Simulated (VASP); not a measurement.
Set up this calculation in VASP 6.6.1, as the native input.

| Property | Result |
| --- | --- |
| Task | single point |
| Functional | LDA |
| Potentials or basis | VASP PAW LDA potentials, release 64 (Pb_d) |
| Cutoff | 520 eV |
| k mesh | 9 × 9 × 5 |
| Occupations | fermi-dirac, width 0.05 eV |
| Spin | no spin polarisation |
| Dipole correction | no |
| Further INCAR settings | ALGO = Fast; EDIFF = 1e-06; NBANDS = 21 |

The structure of Pb lies in POSCAR:

```
Pb
1.0
    2.9765770244     -1.7145891186      0.0000000000
    2.9765770244      1.7145891186      0.0000000000
   -2.0722778132      0.0000000000      5.9707976096
Pb
2
Direct
    0.9085084100      0.9085084100      0.7262922000
    0.0914915900      0.0914915900      0.2737078000
```

One way to write it, as run:

INCAR

```
SYSTEM = Pb
ALGO = Fast ; EDIFF = 1E-6
ENCUT = 520 ; ISIF = 2
ISMEAR = -1 ; LASPH = .True.
LCHARG = .False. ; LREAL = .False.
LWAVE = .False. ; NBANDS = 21
NELM = 60 ; PREC = Accurate
SIGMA = 0.05
```

KPOINTS

```
k-points
0
Gamma
  9 9 5
  0 0 0
```

Potentials or basis: VASP PAW LDA potentials, release 64 (Pb_d).

Run with:

```sh
$ cat potpaw_LDA.64/Pb_d/POTCAR > POTCAR
$ mpirun -np 1 vasp_std > vasp.out
```

Results of the run:

| Item | Value |
| --- | --- |
| Pressure | -0.6 GPa |
| Largest force | 0.062 eV/Å |
| Band gap on the k mesh | zero (bands 14 and 15 overlap by 8.03 eV) |

Caveat: spin-orbit coupling is left out, which moves the levels of the heavy elements.

It took 66 s on 1 thread of Intel(R) Xeon(R) Platinum 8488C (Sapphire Rapids), with other jobs on the host, peak memory 0.24 GiB.
